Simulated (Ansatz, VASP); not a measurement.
# Au: VASP beside Ansatz

File INCAR:

```
SYSTEM = Au
PREC = Accurate
ENCUT = 520
EDIFF = 1E-6
ISMEAR = -1
SIGMA = 0.1
LREAL = .False.
LASPH = .True.
NELM = 80
ALGO = Normal
ISIF = 2
LWAVE = .False.
LCHARG = .True.
GGA = CA
LELF = .True.
LVHAR = .True.
NBANDS = 30
```

KPOINTS

```
regular mesh
0
Gamma
  14 14 4
  0 0 0
```

POSCAR

```
Au
1.0
    2.7656482493      0.0000000000      0.0000000000
   -1.3828241246      2.3951216418      0.0000000000
    0.0000000000      0.0000000000      9.2086663330
Au
4
Direct
    0.0000000000      1.0000000000      0.0000000000
    0.0000000000      1.0000000000      0.5000000000
    0.3333333333      0.6666666667      0.2500000000
    0.6666666667      0.3333333333      0.7500000000
```

Input for Ansatz:

```yaml
crystal:
  lattice:
    - [2.7656482493, 0.0, 0.0]
    - [-1.3828241246, 2.3951216418, 0.0]
    - [0.0, 0.0, 9.208666333]
  atoms:
    - { symbol: Au, position: [0.0, 1.0, 0.0] }
    - { symbol: Au, position: [0.0, 1.0, 0.5] }
    - { symbol: Au, position: [0.3333333333, 0.6666666667, 0.25] }
    - { symbol: Au, position: [0.6666666667, 0.3333333333, 0.75] }
hamiltonian:
  xc: lda
  pseudopotentials:
    kind: paw
    azcp:
      Au: "pseudopotentials/Au.paw.azcp"
basis:
  ecutwfc: 420
  fft_grid_basis: typed
kpoints:
  mp_grid: { grid: [14, 14, 4], shift: [0, 0, 0] }
magnetization:
  spin_polarized: false
scf:
  occupations: { method: fermi_dirac, width: 0.1 }
  lower_state_search: "off"
output:
  stress: true
  write_density: true
  write_potential: true
  elf: true
  volumetric_format: npy
```

Alike in both runs: task single point; functional LDA; k mesh 14 × 14 × 4; occupations fermi-dirac, width 0.1 eV; no spin polarisation.

|  | VASP | Ansatz |
| --- | --- | --- |
| version | VASP 6.6.1 | Ansatz 0.2.0 |
| potentials or method | VASP PAW LDA potentials, release 64 (Au), cutoff 520 eV | plane waves (420 eV) with PAW, scalar-relativistic |
| valence electrons in the cell | 44 | 76 |

VASP gave:

```
pressure (GPa)                                                : 21.3
traceless stress, the component that is largest in VASP (GPa) : -0.82
```

Task: Estimate Ansatz's values.

Result: Pressure (GPa): 20.6; traceless stress, the component that is largest in VASP (GPa): -0.72.

Ansatz warns that its potentials were made for another functional, while VASP's fit it. LDA's correlation is that of Perdew and Zunger in VASP and of Perdew and Wang (1992) in Ansatz. VASP's potentials hold 44 valence electrons a cell and Ansatz's 76, so a difference there can come from the potentials and not from the codes.

Spin-orbit coupling is off throughout.
